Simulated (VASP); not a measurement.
**Ga: single point with PBEsol**

Crystal: Ga.

```
CELL_PARAMETERS angstrom
-1.38583 1.40813 2.22900
1.40813 -1.38583 2.22900
1.39987 1.39987 -2.21496
ATOMIC_POSITIONS crystal
Ga 0.00000 0.00000 0.00000
```

This cell differs from its parent crystal: equal xy, yz and zx shear strains of +1 %.

```json
{
 "Program": "VASP 6.6.1",
 "Task": "single point",
 "Functional": "PBEsol",
 "Potentials or basis": "VASP PAW PBE potentials, release 64 (Ga_d)",
 "Cutoff": "520 eV",
 "k mesh": "16 × 16 × 16",
 "Occupations": "fermi-dirac, width 0.03 eV",
 "Spin": "no spin polarisation"
}
```

```json
{
 "Pressure": "0.7 GPa"
}
```

Stress tensor (GPa, compression positive):
```
 0.90 -0.44 -0.36
-0.44  0.90 -0.36
-0.36 -0.36  0.19
```

Levels at points of the mesh, in eV from the Fermi level:
```csv
k point,band 3,band 4,band 5,band 6,band 7,band 8,band 9,band 10
"(0.00, 0.00, 0.00)",-14.86,-14.84,-14.70,-11.61,12.85,12.98,13.24,16.40
"(0.50, 0.00, 0.00)",-14.85,-14.66,-14.62,-5.05,-4.33,8.91,12.00,13.04
"(0.50, 0.50, 0.00)",-14.66,-14.66,-14.55,-2.19,-1.22,4.01,5.00,7.92
"(0.00, 0.00, 0.50)",-14.67,-14.65,-14.55,-2.34,-1.44,4.22,5.16,8.32
"(0.50, 0.00, 0.50)",-14.84,-14.66,-14.62,-4.88,-4.27,8.59,11.82,12.69
"(0.50, 0.50, 0.50)",-14.63,-14.62,-14.62,-3.83,-3.69,6.52,6.59,9.81
```

Run time: 96 s on 1 thread of Intel(R) Xeon(R) Platinum 8488C (Sapphire Rapids), on a shared host, peak memory 0.33 GiB.

Caveat: the cell differs from its parent crystal (equal xy, yz and zx shear strains of +1 %); the PAW data sets were made with another functional, which shifts forces and pressure a little.
